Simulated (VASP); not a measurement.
A run of VASP 6.6.1 is set up as follows.

POSCAR

```
SiO2
1.0
    4.1549550382      0.0000000000      0.0000000000
    0.0000000000      4.1549550382      0.0000000000
    0.0000000000      0.0000000000      2.6613631976
Si O
2 4
Direct
    0.0000000000      0.0000000000      0.0000000000
    0.5000000000      0.5000000000      0.5000000000
    0.3055700493      0.3055700493      0.0000000000
    0.1944299507      0.8055700493      0.5000000000
    0.6944299507      0.6944299507      0.0000000000
    0.8055700493      0.1944299507      0.5000000000
```

File INCAR.step1:

```
SYSTEM = SiO2
ALGO = Normal
EDIFF = 1E-5
ENCUT = 520
GGA = PE
ISIF = 2
ISMEAR = 0
KPAR = 2
LASPH = .TRUE.
LCHARG = .FALSE.
LREAL = .FALSE.
LWAVE = .TRUE.
NBANDS = 25
NELM = 100
PREC = Accurate
SIGMA = 0.01
```

File INCAR.step2:

```
SYSTEM = SiO2
ALGO = Normal
EDIFF = 1E-6
ENCUT = 520
GGA = PE
HFSCREEN = 0.2079
ISIF = 2
ISMEAR = 0
ISTART = 1
KPAR = 2
LASPH = .TRUE.
LCHARG = .FALSE.
LHFCALC = .TRUE.
LREAL = .FALSE.
LWAVE = .FALSE.
NBANDS = 25
NELM = 100
PREC = Accurate
PRECFOCK = Fast
SIGMA = 0.01
```

The input KPOINTS:

```
k-points
0
G
  4 4 6
  0 0 0
```

Potentials or basis: VASP PAW PBE potentials, release 64 (Si, O).

The run is started by

```sh
$ cat potpaw_PBE.64/Si/POTCAR potpaw_PBE.64/O/POTCAR > POTCAR
$ cp INCAR.step1 INCAR
$ mpirun -np 2 vasp_std > vasp.out
$ cp INCAR.step2 INCAR
$ mpirun -np 2 vasp_std > vasp.out
```

Q: Estimate the band gap on the k mesh.

A: 7.94 eV.

Q: Estimate the largest force.

A: 0.004 eV/Å.

Forces on the atoms (eV/Å):
```
Si   0.000  0.000  0.000
Si   0.000  0.000  0.000
O    0.002  0.002  0.000
O   -0.002  0.002  0.000
O   -0.002 -0.002  0.000
O    0.002 -0.002  0.000
```

Caveat: the PAW data sets were made with another functional, which shifts forces and pressure a little.
